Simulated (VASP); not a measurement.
Wanted: the native input for a VASP 6.6.1 run.

```yaml
Task: relaxation of cell and atoms
Functional: PBEsol
Potentials_or_basis: VASP PAW PBE potentials, release 64 (Ir)
Cutoff: 600 eV
k_mesh: 24 × 24 × 24
Occupations: gaussian, width 0.1 eV
Spin: no spin polarisation
Dipole_correction: no
Further_INCAR_settings: ALGO = Normal; EDIFF = 1e-06; IBRION = 2; EDIFFG = -0.01; NSW = 100; ISIF = 3
```

The structure of Ir lies in POSCAR:

```
Ir
1.0
    0.0000000000      1.9148332142      1.9148332142
    1.9148332142      0.0000000000      1.9148332142
    1.9148332142      1.9148332142      0.0000000000
Ir
1
Direct
    0.0000000000      0.0000000000      0.0000000000
```

These files were run (other wordings do the same):

INCAR

```
ALGO = Normal ; EDIFF = 1E-6
EDIFFG = -0.01 ; ENCUT = 600
GGA = PS ; IBRION = 2
ISIF = 3 ; ISMEAR = 0
LASPH = T ; LCHARG = F
LREAL = F ; LWAVE = F
NELM = 60 ; NSW = 100
PREC = Accurate ; SIGMA = 0.1
```

KPOINTS

```
k-points
0
Gamma
  24 24 24
```

Potentials or basis: VASP PAW PBE potentials, release 64 (Ir).

Run with:

```console
$ cat potpaw_PBE.64/Ir/POTCAR > POTCAR
$ mpirun -np 1 vasp_std > vasp.out
```

Results of the run:

```json
{
 "Relaxed volume": "14.09 Å³/atom",
 "Relaxed cell": "a = 2.711 Å, b = 2.711 Å, c = 2.711 Å, α = 60.00°, β = 60.00°, γ = 60.00°",
 "Space group after relaxing (to 0.05 Å)": "Fm-3m (No. 225)",
 "Energy gained by relaxing": "0.2 meV/atom",
 "Ionic steps": "3",
 "Pressure after relaxing": "0.0 GPa"
}
```

Caveat: the PAW data sets were made with another functional, which shifts forces and pressure a little.

Run time: 37 s on 1 thread of Intel(R) Xeon(R) Platinum 8559C (Emerald Rapids), with other jobs on the host, peak memory 0.2 GiB.
